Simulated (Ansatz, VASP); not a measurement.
## Two plane-wave programs on As

Contents of INCAR:

```
SYSTEM = As
ALGO     = Normal         ! electronic algorithm
EDIFF    = 1E-6           ! SCF threshold, eV
ENCUT    = 500            ! plane-wave cutoff, eV
GGA      = PE             ! functional
GGA_COMPAT= .FALSE.      
ISIF     = 2              ! what is computed and relaxed
ISMEAR   = -1             ! smearing method
LASPH    = .TRUE.         ! aspherical terms in the spheres
LCHARG   = .FALSE.        ! write CHGCAR
LREAL    = .FALSE.        ! projectors in reciprocal space
LWAVE    = .FALSE.        ! write WAVECAR
NBANDS   = 18             ! bands
NELM     = 120            ! most SCF steps
PREC     = Accurate       ! precision mode
SIGMA    = 0.1            ! smearing width, eV
```

File KPOINTS:

```
k-points
0
G
  10 10 8
  0 0 0
```

File POSCAR:

```
As
1.0
    1.7754418635     -5.4682188214      0.0000000000
    1.7754418635      5.4682188214      0.0000000000
    0.0000000000      0.0000000000      4.4743342333
As
4
Direct
    0.1059894032      0.8940105968      0.9312775131
    0.6059894032      0.3940105968      0.5687224869
    0.8940105968      0.1059894032      0.0687224869
    0.3940105968      0.6059894032      0.4312775131
```

Input for Ansatz:

```yaml
crystal:
  lattice:
    - [1.7754418635, -5.4682188214, 0.0]
    - [1.7754418635, 5.4682188214, 0.0]
    - [0.0, 0.0, 4.4743342333]
  atoms:
    - { symbol: As, position: [0.1059894032, 0.8940105968, 0.9312775131] }
    - { symbol: As, position: [0.6059894032, 0.3940105968, 0.5687224869] }
    - { symbol: As, position: [0.8940105968, 0.1059894032, 0.0687224869] }
    - { symbol: As, position: [0.3940105968, 0.6059894032, 0.4312775131] }
hamiltonian:
  xc: pbe
  pseudopotentials:
    kind: paw
    azcp:
      As: "pseudopotentials/As.paw.azcp"
basis:
  ecutwfc: 420
  fft_grid_basis: typed
kpoints:
  mp_grid: { grid: [10, 10, 8], shift: [0, 0, 0] }
magnetization:
  spin_polarized: false
scf:
  occupations: { method: fermi_dirac, width: 0.1 }
  lower_state_search: "off"
output:
  stress: true
```

Alike in both runs: task single point; functional PBE; k mesh 10 × 10 × 8; occupations fermi-dirac, width 0.1 eV; no spin polarisation.

```csv
,VASP,Ansatz
version,VASP 6.6.1,Ansatz 0.2.0
potentials or method,"VASP PAW PBE potentials, release 64 (As), cutoff 500 eV","plane waves (420 eV) with PAW, scalar-relativistic"
valence electrons in the cell,20,60
```

```csv
,VASP,Ansatz,Ansatz less VASP
pressure (GPa),10.3,9.8,-0.52
"traceless stress, the component that is largest in VASP (GPa)",0.91,0.93,+0.015
```

VASP's potentials hold 20 valence electrons a cell and Ansatz's 60, so a difference there can come from the potentials and not from the codes.
